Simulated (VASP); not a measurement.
C: single point with r2SCAN

The system is C.

```
C
1.0
     0.00000    1.93385    1.50840
     1.93385    0.00000    1.50840
     1.93385    1.93385    0.00000
C
2
Direct
  0.50000 0.50000 0.50000
  0.75000 0.75000 0.75000
```

This cell differs from its parent crystal: ratio of the length along z to the lengths across it x 0.78, volume and fractional coordinates fixed.

```
Program                : VASP 6.6.1
Task                   : single point
Functional             : r2SCAN
Potentials or basis    : VASP PAW PBE potentials, release 64 (C)
Cutoff                 : 520 eV
k mesh                 : 12 × 12 × 12
Occupations            : gaussian, width 0.05 eV
Spin                   : no spin polarisation
Dipole correction      : no
Further INCAR settings : ALGO = Normal; EDIFF = 1e-06; NBANDS = 11
```

- Pressure: 2.5 GPa
- Band gap on the k mesh: zero (band 4 reaches 11.92 eV, above the bottom of band 5 at 10.30 eV)

Stress tensor (GPa, compression positive):
```
-56.27   0.00   0.00
  0.00 -56.27   0.00
  0.00   0.00 120.16
```

Levels at points of the mesh, in eV from the Fermi level:
```csv
k point,band 1,band 2,band 3,band 4,band 5,band 6,band 7,band 8
"(0.00, 0.00, 0.00)",-23.81,-2.10,-2.10,0.99,3.28,6.51,6.51,12.11
"(0.50, 0.00, 0.00)",-17.56,-14.96,-5.84,-2.37,4.01,6.65,11.57,16.26
"(0.50, 0.50, 0.00)",-11.83,-11.83,-9.90,-9.90,0.34,0.34,17.24,17.24
"(0.50, 0.00, 0.50)",-15.84,-15.84,-5.93,-5.93,6.57,6.57,13.93,13.93
```

Wall time 37 s on 1 thread of AMD EPYC 9R45 (Zen 5) (shared host), peak memory 0.09 GiB.

Caveat: the PAW data sets were made with another functional, which shifts forces and pressure a little.
